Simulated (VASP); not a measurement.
Set up this calculation in VASP 6.6.1, as the native input.

| Item | Value |
| --- | --- |
| Task | single point |
| Functional | PBE |
| Potentials or basis | VASP PAW PBE potentials, release 64 (Hf_pv, H) |
| Cutoff | 520 eV |
| k mesh | 6 × 6 × 6 |
| Occupations | gaussian, width 0.1 eV |
| Spin | no spin polarisation |
| Dipole correction | no |
| Further INCAR settings | ALGO = Normal; EDIFF = 1e-06; NBANDS = 18 |

The structure of Hf2H lies in POSCAR:

```
Hf2H
1.0
    0.0000000000      2.9201832343      2.9201832343
    2.9201832343      0.0000000000      2.9201832343
    2.9201832343      2.9201832343      0.0000000000
Hf H
2 1
Direct
    0.2500000000      0.2500000000      0.2500000000
    0.7500000000      0.7500000000      0.7500000000
    0.0000000000      0.0000000000      0.0000000000
```

One way to write it, as run:

INCAR

```
PREC = Accurate
ENCUT = 520
EDIFF = 1E-6
ISMEAR = 0
SIGMA = 0.1
LREAL = F
LASPH = T
NELM = 100
ALGO = Normal
ISIF = 2
LWAVE = F
LCHARG = F
GGA = PE
NBANDS = 18
```

KPOINTS

```
regular mesh
0
Gamma
  6 6 6
```

Potentials or basis: VASP PAW PBE potentials, release 64 (Hf_pv, H).

Launch:

```console
$ cat potpaw_PBE.64/Hf_pv/POTCAR potpaw_PBE.64/H/POTCAR > POTCAR
$ mpirun -np 1 vasp_std > vasp.out
```

Results of the run:

```yaml
Pressure: -0.6 GPa
```

Run time: 7.7 s on 1 thread of Intel(R) Xeon(R) Platinum 8488C (Sapphire Rapids) (shared host), peak memory 0.17 GiB.
